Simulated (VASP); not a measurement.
# Ru: single point with LDA

Crystal: Ru.

```
CELL_PARAMETERS angstrom
2.69000 0.00000 0.00000
-1.34500 2.32961 0.00000
0.00000 0.00000 4.25000
ATOMIC_POSITIONS crystal
Ru 0.33333 0.66667 0.25000
Ru 0.66667 0.33333 0.75000
```

```yaml
Program: VASP 6.6.1
Task: single point
Functional: LDA
Potentials_or_basis: VASP PAW LDA potentials, release 64 (Ru_pv)
Cutoff: 500 eV
k_mesh: 9 × 9 × 4
Occupations: gaussian, width 0.1 eV
Spin: no spin polarisation
```

The pressure is -5.0 GPa and the band gap on the k mesh is zero (band 14 reaches 14.58 eV, above the bottom of band 15 at 11.43 eV).

Stress tensor (GPa, compression positive):
```
-4.28  0.00  0.00
 0.00 -4.28  0.00
 0.00  0.00 -6.51
```

Levels at points of the mesh, in eV from the Fermi level:
```csv
k point,band 11,band 12,band 13,band 14,band 15,band 16,band 17,band 18
"(0.00, 0.00, 0.00)",-2.68,-2.16,-2.16,-1.64,-1.64,1.04,1.04,1.15
"(0.00, 0.00, 0.50)",-3.05,-3.05,-2.97,-2.97,0.39,0.39,0.39,0.39
```

Wall time 11 s on 1 thread of Intel Xeon 6975P-C, with other jobs on the host, peak memory 0.13 GiB.

Caveat: the k points lie up to 0.37 Å⁻¹ apart.
